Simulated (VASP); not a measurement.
# BAs (zincblende type) (F-43m) in VASP: a series of runs, part 2 of 2

VASP 6.6.1. The steps go on from the part before.

### 5 Single point, PBE (volume scaled by 0.94)

File INCAR:

```
SYSTEM = BAs
  ALGO = Normal
  EDIFF = 1E-6
  ENCUT = 520
  GGA = PE
  ISIF = 2
  ISMEAR = -1
  LASPH = .True.
  LCHARG = .False.
  LREAL = .False.
  LWAVE = .False.
  NBANDS = 11
  NELM = 60
  PREC = Accurate
  SIGMA = 0.08
```

File KPOINTS:

```
k-points
0
Gamma
  14 14 14
  0 0 0
```

File POSCAR:

```
BAs
1.0
    0.0000000000      2.3555712070      2.3555712070
    2.3555712070      0.0000000000      2.3555712070
    2.3555712070      2.3555712070      0.0000000000
B As
1 1
Direct
    0.0000000000      0.0000000000      0.0000000000
    0.2500000000      0.2500000000      0.2500000000
```

On the command line:

```
cat potpaw_PBE.64/B/POTCAR potpaw_PBE.64/As/POTCAR > POTCAR
mpirun -np 1 vasp_std > vasp.out
```

Wall time 57 s (1 thread of AMD EPYC 7R13, shared host); peak memory 0.15 GiB.

Results (log left out):

* Free energy: -11.3606 eV
* Pressure: 10.0 GPa
* Band gap on the k mesh: 1.15 eV, indirect (least direct gap 3.33 eV)

Levels at points of the mesh, in eV from the valence-band top:
```csv
k point,band 2,band 3,band 4,band 5,band 6,band 7
"(0.00, 0.00, 0.00)",0.00,0.00,0.00,3.33,3.33,3.33
"(0.50, 0.00, 0.00)",-9.10,-1.89,-1.89,2.94,4.83,4.83
"(0.50, 0.50, 0.00)",-8.77,-4.26,-4.26,1.37,1.40,11.77
```

 A k mesh can miss the band edges.

### 6 Single point, PBE (volume scaled by 0.94, level accurate)

File INCAR:

```
PREC = Accurate ; ENCUT = 520
EDIFF = 1E-7 ; ISMEAR = -1
SIGMA = 0.08 ; LREAL = F
LASPH = T ; NELM = 60
ALGO = Normal ; ISIF = 2
LWAVE = F ; LCHARG = F
GGA = PE ; NBANDS = 11
```

File KPOINTS:

```
Automatic mesh
0
Gamma
  14 14 14
```

POSCAR is that of step 5.

Potentials or basis: VASP PAW PBE potentials, release 64 (B, As).

On the command line:

```
cat potpaw_PBE.64/B/POTCAR potpaw_PBE.64/As/POTCAR > POTCAR
mpirun -np 1 vasp_std > vasp.out
```

OUTCAR:

```text
PREC = Accurate
   ENCUT = 520
   EDIFF = 1E-7
   ISMEAR = -1
   LREAL = F
   LASPH = T
   NELM = 60
   ISIF = 2
   GGA = PE

 ion  position               nearest neighbor table
   1  0.000  0.000  0.000-   2 2.04   2 2.04   2 2.04   2 2.04
   2  0.250  0.250  0.250-   1 2.04   1 2.04   1 2.04   1 2.04

  LATTYP: Found a face centered cubic cell.
 ALAT       =     4.7111424140

  Lattice vectors:

 A1 = (   0.0000000000,   2.3555712070,   2.3555712070)
 A2 = (   2.3555712070,   0.0000000000,   2.3555712070)
 A3 = (   2.3555712070,   2.3555712070,   0.0000000000)

Analysis of symmetry for initial positions (statically):
=====================================================================
 Subroutine PRICEL returns:
 Original cell was already a primitive cell.

 Routine SETGRP: Setting up the symmetry group for a
 face centered cubic supercell.

 Subroutine GETGRP returns: Found 24 space group operations
 (whereof 24 operations were pure point group operations)
 out of a pool of 48 trial point group operations.

The static configuration has the point symmetry T_d .

Analysis of symmetry for dynamics (positions and initial velocities):
=====================================================================
 Subroutine PRICEL returns:
 Original cell was already a primitive cell.

 Routine SETGRP: Setting up the symmetry group for a
 face centered cubic supercell.

 Subroutine GETGRP returns: Found 24 space group operations
 (whereof 24 operations were pure point group operations)
 out of a pool of 48 trial point group operations.

The dynamic configuration has the point symmetry T_d .

 Subroutine INISYM returns: Found 24 space group operations
 (whereof 24 operations are pure point group operations),
 and found     1 'primitive' translations

----------------------------------------------------------------------------------------

                                     Primitive cell

  volume of cell :      26.1408

  direct lattice vectors                    reciprocal lattice vectors
     0.000000000  2.355571207  2.355571207    -0.212262741  0.212262741  0.212262741
     2.355571207  0.000000000  2.355571207     0.212262741 -0.212262741  0.212262741
     2.355571207  2.355571207  0.000000000     0.212262741  0.212262741 -0.212262741

  length of vectors
     3.331280748  3.331280748  3.331280748     0.367649851  0.367649851  0.367649851

  position of ions in fractional coordinates (direct lattice)
     0.000000000  0.000000000  0.000000000
     0.250000000  0.250000000  0.250000000

  ion indices of the primitive-cell ions
   primitive index   ion index
                 1           1
                 2           2

----------------------------------------------------------------------------------------

 KPOINTS: Automatic mesh

Automatic generation of k-mesh.
 Grid dimensions read from file:
 generate k-points for:   14   14   14

 Generating k-lattice:

  Cartesian coordinates                     Fractional coordinates (reciprocal lattice)
    -0.015161624  0.015161624  0.015161624     0.071428571  0.000000000  0.000000000
     0.015161624 -0.015161624  0.015161624     0.000000000  0.071428571  0.000000000
     0.015161624  0.015161624 -0.015161624     0.000000000  0.000000000  0.071428571

  Length of vectors
     0.026260704  0.026260704  0.026260704

  Shift w.r.t. Gamma in fractional coordinates (k-lattice)
     0.000000000  0.000000000  0.000000000

 Subroutine IBZKPT returns following result:
 ===========================================

 Found    104 irreducible k-points:

 Following reciprocal coordinates:
            Coordinates               Weight
  0.000000  0.000000  0.000000      1.000000
  0.071429  0.000000  0.000000      8.000000
  0.142857  0.000000  0.000000      8.000000
  0.214286  0.000000  0.000000      8.000000
  0.285714  0.000000  0.000000      8.000000
  0.357143  0.000000  0.000000      8.000000
[... 16 lines left out ...]
  0.214286  0.142857  0.000000     24.000000
  0.285714  0.142857  0.000000     24.000000
 [... further k-points ...]
   k-points           NKPTS =    104   k-points in BZ     NKDIM =    104   number of bands    NBANDS=     11
   number of dos      NEDOS =    301   number of ions     NIONS =      2
   total plane-waves  NPLWV =  21952
   dimension x,y,z NGX =    28 NGY =   28 NGZ =   28
   dimension x,y,z NGXF=    56 NGYF=   56 NGZF=   56
   ions per type =               1   1
   NGX,Y,Z   is equivalent  to a cutoff of  13.97, 13.97, 13.97 a.u.
   NGXF,Y,Z  is equivalent  to a cutoff of  27.95, 27.95, 27.95 a.u.
 SYSTEM =  unknown system
   PREC   = accura    normal or accurate (medium, high low for compatibility)
   ISTART =      0    job   : 0-new  1-cont  2-samecut
   ICHARG =      2    charge: 1-file 2-atom 10-const
   ISPIN  =      1    spin polarized calculation?
   LNONCOLLINEAR =      F non collinear calculations
   LSORBIT =      F    spin-orbit coupling
   LASPH  =      T    aspherical Exc in radial PAW
   ENCUT  =  520.0 eV  38.22 Ry    6.18 a.u.   6.19  6.19  6.19*2*pi/ulx,y,z
   NELM   =     60;   NELMIN=  2; NELMDL= -5     # of ELM steps
   EDIFF  = 0.1E-06   stopping-criterion for ELM
   LREAL  =      F    real-space projection
   EDIFFG = 0.1E-05   stopping-criterion for IOM
   NSW    =      0    number of steps for IOM
   IBRION =     -1    ionic relax: 0-MD 1-quasi-New 2-CG
   NFREE  =      0    steps in history (QN), initial steepest desc. (CG)
   ISIF   =      2    stress and relaxation
   ISYM   =      2    0-nonsym 1-usesym 2-fastsym
   POTIM  = 0.5000    time-step for ionic-motion
   TEBEG  =    0.0;   TEEND  =   0.0 temperature during run
   PSTRESS=    0.0 pullay stress
   NELECT =       8.0000    total number of electrons
   NUPDOWN=      -1.0000    fix difference up-down
   EMIN   =  10.00;   EMAX   =-10.00  energy-range for DOS
   EFERMI =   0.00;   METHOD = LEGACY
   ISMEAR =    -1;   SIGMA  =   0.08  broadening in eV -4-tet -1-fermi 0-gaus
   EFERMI_NEDOS =   21; number of points for ismear=-14 and -15
   IALGO  =     38    algorithm
   IMIX   =      4    mixing-type and parameters
     AMIX     =   0.40;   BMIX     =  1.00
     AMIX_MAG =   1.60;   BMIX_MAG =  1.00
  volume/ion in A,a.u.               =      13.07        88.20
  Fermi-wavevector in a.u.,A,eV,Ry     =   1.103228  2.084799 16.559813  1.217112
  Thomas-Fermi vector in A             =   2.239683
   LORBIT       =      0    0 simple, 1 ext, 2 COOP (PROOUT), +10 PAW based schemes
   GGA     = PE    functional components
   LHFCALC =     F    Hartree Fock is set to
   AEXX    =    0.0000 exact exchange contribution
   IVDW    =     0    specifies the selected vdW correction
   LEPSILON=     F    determine dielectric tensor
   LRPA    =     F    only Hartree local field effects (RPA)
 non-spin polarized calculation
  energy-cutoff  :      520.00
  volume of cell :       26.14
 maximum number of plane-waves:       725
 NGX is ok and might be reduce to    28
   NGX = 13   NGY = 13   NGZ = 13

 number of electron       8.0000000 magnetization

 Free energy of the ion-electron system (eV)
  ---------------------------------------------------
  ext. energy  EPLUGINS =         0.00000000
  ---------------------------------------------------
  free energy    TOTEN  =       -11.36058519 eV

  energy without entropy =      -11.36057759  energy(sigma->0) =      -11.36058139

 E-fermi :   7.1429     XC(G=0): -10.7658

 val. band max:        6.5937772787   @ k =   0.0000   0.0000   0.0000
 cond. band min:       7.7443581216   @ k =   0.4286   0.4286   0.0000
 fundamental gap:      1.1505808429
 Fermi energy:         7.1429247557

 k-point     1 :       0.0000    0.0000    0.0000
  band No.  band energies     occupation
      1      -9.1947      2.00000
      2       6.5938      1.99791
      3       6.5938      1.99791
      4       6.5938      1.99791
      5       9.9241      0.00000
      6       9.9241      0.00000
      7       9.9241      0.00000
      8      11.8168      0.00000
      9      16.3849      0.00000
     10      19.7151      0.00000
     11      19.7151      0.00000
[... 309 lines left out ...]
 k-point    24 :       0.2857    0.1429    0.0000
  band No.  band energies     occupation
      1      -7.9432      2.00000
      2       1.8553      2.00000
      3       4.3071      2.00000
      4       4.4864      2.00000
      5       9.4263      0.00000
      6      11.9630      0.00000
      7      13.0162      0.00000
      8      13.1217      0.00000
      9      17.3820      0.00000
     10      19.7259      0.00000
     11      20.0469      0.00000

 [... further k-points ...]

------------------------ aborting loop because EDIFF is reached ----------------------------------------

  FORCE on cell =-STRESS in cart. coord.  units (eV):
  Direction    XX          YY          ZZ          XY          YZ          ZX
  --------------------------------------------------------------------------------------
  -------------------------------------------------------------------------------------
  Total        1.6383165      1.6383165      1.6383165      0.0000000      0.0000000      0.0000000
  in kB      100.4129381    100.4129381    100.4129381      0.0000000      0.0000000      0.0000000
  external PRESSURE =     100.4129381 kB  Pullay stress =       0.0000000 kB

 VOLUME and BASIS-vectors are now :
 -----------------------------------------------------------------------------
  energy-cutoff  :      520.00
  volume of cell :       26.14
      direct lattice vectors                 reciprocal lattice vectors
     0.000000000  2.355571207  2.355571207    -0.212262741  0.212262741  0.212262741
     2.355571207  0.000000000  2.355571207     0.212262741 -0.212262741  0.212262741
     2.355571207  2.355571207  0.000000000     0.212262741  0.212262741 -0.212262741

 POSITION                                       TOTAL-FORCE (eV/Angst)
 -----------------------------------------------------------------------------------
      0.00000      0.00000      0.00000        -0.000000     -0.000000     -0.000000
      1.17779      1.17779      1.17779         0.000000      0.000000      0.000000
 -----------------------------------------------------------------------------------
    total drift:                               -0.000000     -0.000000     -0.000000

  FREE ENERGIE OF THE ION-ELECTRON SYSTEM (eV)
  ---------------------------------------------------
  free  energy   TOTEN  =       -11.3605851915 eV

  energy  without entropy=      -11.3605775898  energy(sigma->0) =      -11.36058139
```

OSZICAR:

```text
N       E                     dE             d eps       ncg     rms          rms(c)
DAV:   1     0.130516887679E+02    0.13052E+02   -0.37682E+03  2288   0.645E+02
DAV:   2    -0.113635183607E+02   -0.24415E+02   -0.23157E+02  3129   0.107E+02
DAV:   3    -0.120823801496E+02   -0.71886E+00   -0.71722E+00  2855   0.169E+01
DAV:   4    -0.120841415222E+02   -0.17614E-02   -0.17613E-02  2536   0.968E-01
DAV:   5    -0.120841440059E+02   -0.24837E-05   -0.24834E-05  2755   0.389E-02    0.524E+00
DAV:   6    -0.114377920793E+02    0.64635E+00   -0.17071E+00  2462   0.545E+00    0.254E+00
DAV:   7    -0.113674990183E+02    0.70293E-01   -0.22818E-01  2678   0.233E+00    0.102E+00
DAV:   8    -0.113601254853E+02    0.73735E-02   -0.21184E-02  2594   0.838E-01    0.103E-01
DAV:   9    -0.113604282602E+02   -0.30277E-03   -0.74169E-04  2653   0.162E-01    0.633E-02
DAV:  10    -0.113605796671E+02   -0.15141E-03   -0.18722E-04  2445   0.840E-02    0.126E-02
DAV:  11    -0.113605851957E+02   -0.55286E-05   -0.50390E-06  2781   0.152E-02    0.115E-02
DAV:  12    -0.113605851282E+02    0.67441E-07   -0.25262E-06  2426   0.867E-03    0.405E-03
DAV:  13    -0.113605851915E+02   -0.63307E-07   -0.85192E-08  2306   0.188E-03
   1 F= -.11360585E+02 E0= -.11360581E+02  d E =-.760170E-05
```

Wall time 63 s (1 thread of AMD EPYC 7R13, shared host); peak memory 0.15 GiB.

What came out:

- Free energy: -11.3606 eV
- Pressure: 10.0 GPa
- Band gap on the k mesh: 1.15 eV, indirect (least direct gap 3.33 eV)

Levels at points of the mesh, in eV from the valence-band top:
```csv
k point,band 1,band 2,band 3,band 4,band 5,band 6,band 7,band 8,band 9
"(0.00, 0.00, 0.00)",-15.79,0.00,0.00,0.00,3.33,3.33,3.33,5.22,9.79
"(0.50, 0.00, 0.00)",-12.76,-9.10,-1.89,-1.89,2.94,4.83,4.83,8.94,13.03
"(0.50, 0.50, 0.00)",-11.38,-8.77,-4.26,-4.26,1.37,1.40,11.77,11.77,13.24
```

 A k mesh can miss the band edges.

### 7 Overview

| cell | gap on the mesh (eV) | pressure (GPa) |
| --- | --- | --- |
| a = 3.157 Å, angles 60.0°, 2 atoms | 0.96 | 47.7 |
| a = 3.259 Å, angles 60.0°, 2 atoms | 1.07 | 22.9 |
| a = 3.331 Å, angles 60.0°, 2 atoms | 1.15 | 10.0 |

Alike in all rows: task single point; level PBE; potentials or basis VASP PAW PBE potentials, release 64 (B, As); no spin polarisation; k mesh 14 × 14 × 14; cutoff (eV) 520; smearing fermi-dirac 0.08 eV.

Total energies depend on the potentials used, so only differences within one code and one set of settings carry meaning.
